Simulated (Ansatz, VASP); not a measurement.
PbF2: VASP beside Ansatz

```
Pb F
1.0
     0.00000    3.00007    3.00007
     3.00007    0.00000    3.00007
     3.00007    3.00007    0.00000
Pb F
1 2
Direct
  0.00000 0.00000 0.00000
  0.25000 0.25000 0.25000
  0.75000 0.75000 0.75000
```

Alike in both runs: functional PBE; k mesh 8 × 8 × 8; occupations gaussian, width 0.02 eV; no spin polarisation.

Ansatz relaxed the structure, and its values are those at the end. VASP's run is a single point on that final structure, the one shown.

|  | VASP | Ansatz |
| --- | --- | --- |
| version | VASP 6.6.1 | Ansatz 0.2.0 |
| potentials or method | VASP PAW PBE potentials, release 64 (Pb_d, F), cutoff 520 eV | scalar-relativistic, plane waves, PAW |
| valence electrons in the cell | 28 | 28 |

Ansatz gave:

- gap on the k mesh at the Fermi level (eV): 4.42
- least direct gap on the mesh (eV): 4.56
- pressure (GPa): 0.0

Problem. Estimate VASP's values.

Solution. gap on the k mesh at the Fermi level (eV): 4.42; least direct gap on the mesh (eV): 4.56; pressure (GPa): -0.2.

Spin-orbit coupling is off throughout.
